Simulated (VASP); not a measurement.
Set up this calculation in VASP 6.6.1, as the native input.

- Task: single point
- Functional: PBE
- Potentials or basis: VASP PAW PBE potentials, release 64 (Ge_d, P, S)
- Cutoff: 520 eV
- k mesh: 4 × 4 × 4
- Occupations: gaussian, width 0.1 eV
- Spin: no spin polarisation
- Dipole correction: no
- Further INCAR settings: ALGO = Normal; EDIFF = 1e-06; NBANDS = 46

The structure of Ge3PS4 lies in POSCAR:

```
Ge3PS4
1.0
    6.4464397762      0.0000000000      0.0000000000
    0.0000000000      6.4464397762      0.0000000000
    0.0000000000      0.0000000000      6.4464397762
Ge P S
3 1 4
Direct
    0.5000000000      0.0000000000      0.0000000000
    0.0000000000      0.5000000000      0.0000000000
    0.0000000000      0.0000000000      0.5000000000
    0.0000000000      0.0000000000      0.0000000000
    0.2138917490      0.2138917490      0.2138917490
    0.2138917490      0.7861082510      0.7861082510
    0.7861082510      0.7861082510      0.2138917490
    0.7861082510      0.2138917490      0.7861082510
```

One way to write it, as run:

INCAR

```
PREC = Accurate ; ENCUT = 520
EDIFF = 1E-6 ; ISMEAR = 0
SIGMA = 0.1 ; LREAL = F
LASPH = T ; NELM = 100
ALGO = Normal ; ISIF = 2
LWAVE = F ; LCHARG = F
GGA = PE ; NBANDS = 46
```

KPOINTS

```
Automatic mesh
0
Gamma
  4 4 4
```

Potentials or basis: VASP PAW PBE potentials, release 64 (Ge_d, P, S).

Launch:

```bash
$ cat potpaw_PBE.64/Ge_d/POTCAR potpaw_PBE.64/P/POTCAR potpaw_PBE.64/S/POTCAR > POTCAR
$ mpirun -np 1 vasp_std > vasp.out
```

It gave:

```yaml
Pressure: 0.1 GPa
Largest_force: 0.036 eV/Å
```

Run time: 93 s on 1 thread of Oxide Virtual Turin-like Processor, on a shared host, peak memory 0.34 GiB.
